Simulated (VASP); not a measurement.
Runs of VASP 6.6.1 on La. The structure is that of space group Fm-3m (No. 225), or close to it. The cells are those of the table. 

```tsv
task	cell	k mesh	cutoff (eV)	gap on the mesh (eV)	pressure (GPa)
single point	a = 3.852 Å, angles 60.0°, 1 atom	12 × 12 × 12	520	none	-1.7
relaxation of cell and atoms	relaxed from a = 3.754 Å, angles 60.0°, 1 atom	10 × 10 × 10	600	none	0.0
single point	a = 3.754 Å, angles 60.0°, 1 atom	10 × 10 × 10	520	none	0.1
single point	a = 3.899 Å, angles 60.0°, 1 atom	12 × 12 × 12	520	none	-2.4
single point	a = 3.598 Å, angles 60.0°, 1 atom	12 × 12 × 12	520	none	(a)
```

Alike in all rows: level r2SCAN; potentials or basis VASP PAW PBE potentials, release 64 (La); no spin polarisation; smearing fermi-dirac 0.1 eV.

Q: Fill in the values left out.

A: (a) 3.2.

Caveats: the PAW data sets were made with another functional, which shifts forces and pressure a little; spin-orbit coupling is left out, which moves the levels of the heavy elements.

A k mesh can miss the band edges, and the runs leave out spin-orbit coupling on La.

A gap of «none» marks levels without a gap at the run's occupations.
